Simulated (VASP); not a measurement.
# Mn (Fm-3m) in VASP: a series of runs

The runs below take Mn through single point, relaxation of cell and atoms, with PBEsol.

All numbers are computed with VASP 6.6.1; they aren't measurements. Logs are shortened: lines on timing, memory, paths and dates and some standing lists are left out, and cuts for length are marked.

**1. The cell of the first run**

It takes space group Fm-3m (No. 225, cubic). Conventional cell: a = 3.458 Å, b = 3.458 Å, c = 3.458 Å, α = 90.00°, β = 90.00°, γ = 90.00°. Mn (site symmetry m-3m) has 12 Mn at 2.44 Å within 3.2 Å.

**2. Single point, PBEsol, collinear spin, ferromagnetic start**

Contents of INCAR:

```
PREC     = Accurate       # precision mode
ENCUT    = 520            # plane-wave cutoff, eV
EDIFF    = 1E-7           # SCF threshold, eV
ISMEAR   = 0              # smearing method
SIGMA    = 0.1            # smearing width, eV
LREAL    = False          # projectors in reciprocal space
LASPH    = True           # aspherical terms in the spheres
NELM     = 150            # most SCF steps
ALGO     = Normal         # electronic algorithm
ISIF     = 2              # what is computed and relaxed
LWAVE    = False          # write WAVECAR
LCHARG   = False          # write CHGCAR
ISPIN    = 2              # spin polarisation
MAGMOM   = 0.8            # initial moments
LORBIT   = 11             # projections on sites
LMAXMIX  = 4              # l up to which the mixer works
GGA      = PS             # functional
NBANDS   = 16             # bands
```

Contents of KPOINTS:

```
regular mesh
0
Gamma
  8 8 8
```

Contents of POSCAR:

```
Mn
1.0
    0.0000000000      1.7287716761      1.7287716761
    1.7287716761      0.0000000000      1.7287716761
    1.7287716761      1.7287716761      0.0000000000
Mn
1
Direct
    0.0000000000      0.0000000000      0.0000000000
```

Potentials or basis: VASP PAW PBE potentials, release 64 (Mn_pv).

Started as:

```bash
> cat potpaw_PBE.64/Mn_pv/POTCAR > POTCAR
> mpirun -np 1 vasp_std > vasp.out
```

OUTCAR:

```text
PREC = Accurate
   ENCUT = 520
   EDIFF = 1E-7
   ISMEAR = 0
   LREAL = False
   LASPH = True
   NELM = 150
   ISIF = 2
   ISPIN = 2
   LORBIT = 11
   GGA = PS

 ion  position               nearest neighbor table
   1  0.000  0.000  0.000-

  LATTYP: Found a face centered cubic cell.
 ALAT       =     3.4575433522

  Lattice vectors:

 A1 = (   0.0000000000,   1.7287716761,   1.7287716761)
 A2 = (   1.7287716761,   0.0000000000,   1.7287716761)
 A3 = (   1.7287716761,   1.7287716761,   0.0000000000)

Analysis of symmetry for initial positions (statically):
=====================================================================
 Subroutine PRICEL returns:
 Original cell was already a primitive cell.

 Routine SETGRP: Setting up the symmetry group for a
 face centered cubic supercell.

 Subroutine GETGRP returns: Found 48 space group operations
 (whereof 48 operations were pure point group operations)
 out of a pool of 48 trial point group operations.

The static configuration has the point symmetry O_h .

Analysis of symmetry for dynamics (positions and initial velocities):
=====================================================================
 Subroutine PRICEL returns:
 Original cell was already a primitive cell.

 Routine SETGRP: Setting up the symmetry group for a
 face centered cubic supercell.

 Subroutine GETGRP returns: Found 48 space group operations
 (whereof 48 operations were pure point group operations)
 out of a pool of 48 trial point group operations.

The dynamic configuration has the point symmetry O_h .

Analysis of structural, dynamic, and magnetic symmetry:
=====================================================================
 Subroutine PRICEL returns:
 Original cell was already a primitive cell.

 Routine SETGRP: Setting up the symmetry group for a
 face centered cubic supercell.

 Subroutine GETGRP returns: Found 48 space group operations
 (whereof 48 operations were pure point group operations)
 out of a pool of 48 trial point group operations.

The overall configuration has the point symmetry O_h .

 Subroutine INISYM returns: Found 48 space group operations
 (whereof 48 operations are pure point group operations),
 and found     1 'primitive' translations

----------------------------------------------------------------------------------------

                                     Primitive cell

  volume of cell :      10.3334

  direct lattice vectors                    reciprocal lattice vectors
     0.000000000  1.728771676  1.728771676    -0.289222693  0.289222693  0.289222693
     1.728771676  0.000000000  1.728771676     0.289222693 -0.289222693  0.289222693
     1.728771676  1.728771676  0.000000000     0.289222693  0.289222693 -0.289222693

  length of vectors
     2.444852351  2.444852351  2.444852351     0.500948399  0.500948399  0.500948399

  position of ions in fractional coordinates (direct lattice)
     0.000000000  0.000000000  0.000000000

  ion indices of the primitive-cell ions
   primitive index   ion index
                 1           1

----------------------------------------------------------------------------------------

 KPOINTS: regular mesh

Automatic generation of k-mesh.
 Grid dimensions read from file:
 generate k-points for:    8    8    8

 Generating k-lattice:

  Cartesian coordinates                     Fractional coordinates (reciprocal lattice)
    -0.036152837  0.036152837  0.036152837     0.125000000  0.000000000  0.000000000
     0.036152837 -0.036152837  0.036152837     0.000000000  0.125000000  0.000000000
     0.036152837  0.036152837 -0.036152837     0.000000000  0.000000000  0.125000000

  Length of vectors
     0.062618550  0.062618550  0.062618550

  Shift w.r.t. Gamma in fractional coordinates (k-lattice)
     0.000000000  0.000000000  0.000000000

 Subroutine IBZKPT returns following result:
 ===========================================

 Found     29 irreducible k-points:

 Following reciprocal coordinates:
            Coordinates               Weight
  0.000000  0.000000  0.000000      1.000000
  0.125000  0.000000  0.000000      8.000000
  0.250000  0.000000  0.000000      8.000000
  0.375000  0.000000  0.000000      8.000000
  0.500000  0.000000  0.000000      4.000000
  0.125000  0.125000  0.000000      6.000000
[... 16 lines left out ...]
  0.500000  0.250000  0.125000     48.000000
 -0.375000  0.250000  0.125000     24.000000
 [... further k-points ...]
   k-points           NKPTS =     29   k-points in BZ     NKDIM =     29   number of bands    NBANDS=     16
   number of dos      NEDOS =    301   number of ions     NIONS =      1
   total plane-waves  NPLWV =   5832
   dimension x,y,z NGX =    18 NGY =   18 NGZ =   18
   dimension x,y,z NGXF=    36 NGYF=   36 NGZF=   36
   ions per type =               1
   NGX,Y,Z   is equivalent  to a cutoff of  12.24, 12.24, 12.24 a.u.
   NGXF,Y,Z  is equivalent  to a cutoff of  24.48, 24.48, 24.48 a.u.
 SYSTEM =  unknown system
   PREC   = accura    normal or accurate (medium, high low for compatibility)
   ISTART =      0    job   : 0-new  1-cont  2-samecut
   ICHARG =      2    charge: 1-file 2-atom 10-const
   ISPIN  =      2    spin polarized calculation?
   LNONCOLLINEAR =      F non collinear calculations
   LSORBIT =      F    spin-orbit coupling
   LASPH  =      T    aspherical Exc in radial PAW
   ENCUT  =  520.0 eV  38.22 Ry    6.18 a.u.   4.55  4.55  4.55*2*pi/ulx,y,z
   NELM   =    150;   NELMIN=  2; NELMDL= -5     # of ELM steps
   EDIFF  = 0.1E-06   stopping-criterion for ELM
   LREAL  =      F    real-space projection
   EDIFFG = 0.1E-05   stopping-criterion for IOM
   NSW    =      0    number of steps for IOM
   IBRION =     -1    ionic relax: 0-MD 1-quasi-New 2-CG
   NFREE  =      0    steps in history (QN), initial steepest desc. (CG)
   ISIF   =      2    stress and relaxation
   ISYM   =      2    0-nonsym 1-usesym 2-fastsym
   POTIM  = 0.5000    time-step for ionic-motion
   TEBEG  =    0.0;   TEEND  =   0.0 temperature during run
   PSTRESS=    0.0 pullay stress
   NELECT =      13.0000    total number of electrons
   NUPDOWN=      -1.0000    fix difference up-down
   EMIN   =  10.00;   EMAX   =-10.00  energy-range for DOS
   EFERMI =   0.00;   METHOD = LEGACY
   ISMEAR =     0;   SIGMA  =   0.10  broadening in eV -4-tet -1-fermi 0-gaus
   EFERMI_NEDOS =   21; number of points for ismear=-14 and -15
   IALGO  =     38    algorithm
   IMIX   =      4    mixing-type and parameters
     AMIX     =   0.40;   BMIX     =  1.00
     AMIX_MAG =   1.60;   BMIX_MAG =  1.00
  volume/ion in A,a.u.               =      10.33        69.73
  Fermi-wavevector in a.u.,A,eV,Ry     =   1.767292  3.339698 42.495362  3.123321
  Thomas-Fermi vector in A             =   2.834706
   LORBIT       =     11    0 simple, 1 ext, 2 COOP (PROOUT), +10 PAW based schemes
   GGA     = PS    functional components
   LHFCALC =     F    Hartree Fock is set to
   AEXX    =    0.0000 exact exchange contribution
   IVDW    =     0    specifies the selected vdW correction
   LEPSILON=     F    determine dielectric tensor
   LRPA    =     F    only Hartree local field effects (RPA)
 spin polarized calculation
 Gauss-broadening in eV      SIGMA  =   0.10
  energy-cutoff  :      520.00
  volume of cell :       10.33
 maximum number of plane-waves:       290
   NGX =  9   NGY =  9   NGZ =  9

 number of electron      13.0000016 magnetization      -0.0004532

 number of electron      13.0000016 magnetization       0.0000411

 Free energy of the ion-electron system (eV)
  ---------------------------------------------------
  ext. energy  EPLUGINS =         0.00000000
  ---------------------------------------------------
  free energy    TOTEN  =        -9.67827584 eV

  energy without entropy =       -9.67255112  energy(sigma->0) =       -9.67541348

 E-fermi :  10.9628     XC(G=0): -14.4299

 val. band max:       10.9609911505   @ k =  -0.1250   0.1250   0.0000
 cond. band min:      10.9862644466   @ k =   0.5000   0.2500   0.0000
 fundamental gap:      0.0252732961
 Fermi energy:        10.9628326633

 spin component 1

 k-point     1 :       0.0000    0.0000    0.0000
  band No.  band energies     occupation
      1     -36.5564      1.00000
      2     -36.5564      1.00000
      3     -36.5564      1.00000
      4       2.3942      1.00000
      5       9.6943      1.00000
      6       9.6943      1.00000
[... 8 lines left out ...]
     15      44.3013      0.00000
     16      44.4209      0.00000

 k-point     2 :       0.1250    0.0000    0.0000
  band No.  band energies     occupation
      1     -36.6881      1.00000
      2     -36.5731      1.00000
      3     -36.5730      1.00000
      4       3.0633      1.00000
      5       9.4228      1.00000
      6       9.8848      1.00000
[... 8 lines left out ...]
     15      43.3759      0.00000
     16      44.3933      0.00000
[... 387 lines left out ...]
      5       8.3562      1.00000
      6       9.0542      1.00000
[... 8 lines left out ...]
     15      42.3405      0.00000
     16      47.8307      0.00000

 k-point    24 :      -0.3750    0.2500    0.1250
  band No.  band energies     occupation
      1     -37.3062      1.00000
      2     -36.8969      1.00000
      3     -36.7413      1.00000
      4       7.3273      1.00000
      5       8.2220      1.00000
      6       9.4455      1.00000
[... 8 lines left out ...]
     15      42.7659      0.00000
     16      48.2392      0.00000

 [... further k-points ...]

 spin component 2

 k-point     1 :       0.0000    0.0000    0.0000
  band No.  band energies     occupation
      1     -36.5563      1.00000
      2     -36.5563      1.00000
      3     -36.5563      1.00000
      4       2.3942      1.00000
      5       9.6944      1.00000
      6       9.6944      1.00000
[... 8 lines left out ...]
     15      44.3014      0.00000
     16      44.4209      0.00000

 k-point     2 :       0.1250    0.0000    0.0000
  band No.  band energies     occupation
      1     -36.6881      1.00000
      2     -36.5730      1.00000
      3     -36.5730      1.00000
      4       3.0634      1.00000
      5       9.4228      1.00000
      6       9.8848      1.00000
[... 8 lines left out ...]
     15      43.3759      0.00000
     16      44.3933      0.00000
[... 387 lines left out ...]
      5       8.3562      1.00000
      6       9.0543      1.00000
[... 8 lines left out ...]
     15      42.3406      0.00000
     16      47.8307      0.00000

 k-point    24 :      -0.3750    0.2500    0.1250
  band No.  band energies     occupation
      1     -37.3062      1.00000
      2     -36.8969      1.00000
      3     -36.7412      1.00000
      4       7.3274      1.00000
      5       8.2220      1.00000
      6       9.4455      1.00000
[... 8 lines left out ...]
     15      42.7659      0.00000
     16      48.2393      0.00000

 [... further k-points ...]
[... 5 lines left out ...]
  --------------------------------------------------------------------------------------
  -------------------------------------------------------------------------------------
  Total        0.0250635      0.0250635      0.0250635      0.0000000     -0.0000000      0.0000000
  in kB        3.8860521      3.8860521      3.8860521      0.0000000     -0.0000000      0.0000000
  external PRESSURE =       3.8860521 kB  Pullay stress =       0.0000000 kB

 VOLUME and BASIS-vectors are now :
 -----------------------------------------------------------------------------
  energy-cutoff  :      520.00
  volume of cell :       10.33
      direct lattice vectors                 reciprocal lattice vectors
     0.000000000  1.728771676  1.728771676    -0.289222693  0.289222693  0.289222693
     1.728771676  0.000000000  1.728771676     0.289222693 -0.289222693  0.289222693
     1.728771676  1.728771676  0.000000000     0.289222693  0.289222693 -0.289222693

 POSITION                                       TOTAL-FORCE (eV/Angst)
 -----------------------------------------------------------------------------------
      0.00000      0.00000      0.00000        -0.000000     -0.000000     -0.000000
 -----------------------------------------------------------------------------------
    total drift:                                0.000000     -0.000000     -0.000000

  FREE ENERGIE OF THE ION-ELECTRON SYSTEM (eV)
  ---------------------------------------------------
  free  energy   TOTEN  =        -9.6782758404 eV

  energy  without entropy=       -9.6725511235  energy(sigma->0) =       -9.67541348

 total charge

# of ion       s       p       d       tot
------------------------------------------
    1        0.445   6.434   5.192  12.071

 magnetization (x)

# of ion       s       p       d       tot
------------------------------------------
    1       -0.000  -0.000   0.000   0.000
```

It took 19 s on 1 thread of Intel Xeon 8259CL, shared host; peak memory 0.13 GiB.

What came out:

```
Free energy                                           : -9.6783 eV
Pressure                                              : 0.4 GPa
Net moment                                            : 0.00 μB per cell
Valence electrons inside the program's atomic spheres : Mn 12.07
```

Caveat: the k points lie up to 0.39 Å⁻¹ apart; the PAW data sets were made with another functional, which shifts forces and pressure a little.

(Part 1 of 2 ends here.)
